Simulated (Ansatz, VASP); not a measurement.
Al9H: VASP beside Ansatz

Contents of INCAR:

```
SYSTEM = Al9H
  ALGO = Normal
  DIPOL = 0.5 0.5 0.297
  EDIFF = 1E-6
  ENCUT = 520
  GGA = PE
  IDIPOL = 3
  ISIF = 2
  ISMEAR = 0
  LASPH = .TRUE.
  LCHARG = .FALSE.
  LDIPOL = .TRUE.
  LREAL = Auto
  LWAVE = .FALSE.
  NBANDS = 44
  NELM = 100
  PREC = Accurate
  SIGMA = 0.1
```

KPOINTS

```
k-points
0
G
  5 3 1
  0 0 0
```

POSCAR

```
Al9H
1.0
    5.7070863109      0.0000000000      0.0000000000
   -1.4267715777      9.7014842373      0.0000000000
    0.0000000000      0.0000000000     22.7903703632
Al H
18 2
Direct
    0.2662216041      0.0648864163      0.1755127247
    0.7662216041      0.0648864163      0.1755127247
    0.3354806058      0.3419224231      0.2192029853
    0.8354806058      0.3419224231      0.2192029853
    0.1493324061      0.5973296244      0.2279410374
    0.6493324061      0.5973296244      0.2279410374
    0.4631842064      0.8527368258      0.2366790895
    0.9631842064      0.8527368258      0.2366790895
    0.0319772084      0.1277109167      0.2808262503
    0.5319772084      0.1277109167      0.2808262503
    0.0997917590      0.4042231279      0.3301071124
    0.5997917590      0.4042231279      0.3301071124
    0.4144000530      0.6596656505      0.3369822082
    0.9144000530      0.6596656505      0.3369822082
    0.2263076920      0.9110819249      0.3449259127
    0.7263076920      0.9110819249      0.3449259127
    0.2962427236      0.1814071990      0.3857054635
    0.7962427236      0.1814071990      0.3857054635
    0.4105999071      0.9110819249      0.4335326809
    0.5420154770      0.9110819249      0.4335326809
```

Input for Ansatz:

```yaml
crystal:
  lattice:
    - [5.7070863109, 0.0, 0.0]
    - [-1.4267715777, 9.7014842373, 0.0]
    - [0.0, 0.0, 22.7903703632]
  atoms:
    - { symbol: Al, position: [0.2662216041, 0.0648864163, 0.1755127247] }
    - { symbol: Al, position: [0.7662216041, 0.0648864163, 0.1755127247] }
    - { symbol: Al, position: [0.3354806058, 0.3419224231, 0.2192029853] }
    - { symbol: Al, position: [0.8354806058, 0.3419224231, 0.2192029853] }
    - { symbol: Al, position: [0.1493324061, 0.5973296244, 0.2279410374] }
    - { symbol: Al, position: [0.6493324061, 0.5973296244, 0.2279410374] }
    - { symbol: Al, position: [0.4631842064, 0.8527368258, 0.2366790895] }
    - { symbol: Al, position: [0.9631842064, 0.8527368258, 0.2366790895] }
    - { symbol: Al, position: [0.0319772084, 0.1277109167, 0.2808262503] }
    - { symbol: Al, position: [0.5319772084, 0.1277109167, 0.2808262503] }
    - { symbol: Al, position: [0.099791759, 0.4042231279, 0.3301071124] }
    - { symbol: Al, position: [0.599791759, 0.4042231279, 0.3301071124] }
    - { symbol: Al, position: [0.414400053, 0.6596656505, 0.3369822082] }
    - { symbol: Al, position: [0.914400053, 0.6596656505, 0.3369822082] }
    - { symbol: Al, position: [0.226307692, 0.9110819249, 0.3449259127] }
    - { symbol: Al, position: [0.726307692, 0.9110819249, 0.3449259127] }
    - { symbol: Al, position: [0.2962427236, 0.181407199, 0.3857054635] }
    - { symbol: Al, position: [0.7962427236, 0.181407199, 0.3857054635] }
    - { symbol: H, position: [0.4105999071, 0.9110819249, 0.4335326809] }
    - { symbol: H, position: [0.542015477, 0.9110819249, 0.4335326809] }
basis:
  ecutwfc: 420
kpoints:
  mp_grid: { grid: [5, 3, 1] }
hamiltonian:
  xc: pbe
  pseudopotentials: { kind: paw, azcp: { folder: soft_1 } }
scf:
  occupations: { method: gaussian, width: 0.1 }
output:
  forces: true
  eigenvalues: true
efield:
  axis: 3
  dipole_correction: true
  ramp_width: 0.04
```

Alike in both runs: task single point; functional PBE; k mesh 5 × 3 × 1; occupations gaussian, width 0.1 eV; no spin polarisation.

|  | VASP | Ansatz |
| --- | --- | --- |
| version | VASP 6.6.1 | Ansatz 0.2.0 |
| potentials or method | VASP PAW PBE potentials, release 64 (Al, H), cutoff 520 eV | scalar-relativistic, plane waves, PAW |
| valence electrons in the cell | 56 | 56 |

VASP gave:

- gap on the k mesh at the Fermi level (eV): none
- rms of the force components (eV/Å): 0.188

Which values does Ansatz return?

gap on the k mesh at the Fermi level (eV): none; rms of the force components (eV/Å): 0.191.

Atom by atom the forces differ by 0.005 eV/Å (rms over components). A gap of «none» marks a metal or a gap that the smearing closes.
